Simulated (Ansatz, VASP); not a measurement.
Two plane-wave programs on HCl

```
CELL_PARAMETERS angstrom
0.66728 3.10854 3.10854
3.10854 0.66728 3.10854
3.10854 3.10854 0.66728
ATOMIC_POSITIONS crystal
H 0.00000 0.00000 0.00000
Cl 0.50000 0.50000 0.50000
```

Alike in both runs: task single point; functional PBEsol; k mesh 16 × 16 × 16; occupations gaussian, width 0.15 eV; no spin polarisation.

|  | VASP | Ansatz |
| --- | --- | --- |
| version | VASP 6.6.1 | Ansatz 0.2.0 |
| potentials or method | VASP PAW PBE potentials, release 64 (H, Cl), cutoff 520 eV | scalar-relativistic, plane waves, PAW |
| valence electrons in the cell | 8 | 8 |

Ansatz gave:

* gap on the k mesh at the Fermi level (eV): none
* pressure (GPa): -8.8
* traceless stress, the component that is largest in VASP (GPa): -4.14

Problem. Estimate VASP's values.

Solution. gap on the k mesh at the Fermi level (eV): none; pressure (GPa): -8.9; traceless stress, the component that is largest in VASP (GPa): -4.14.

VASP's potentials were made for PBE, not for PBEsol. A gap of «none» marks a metal or a gap that the smearing closes.
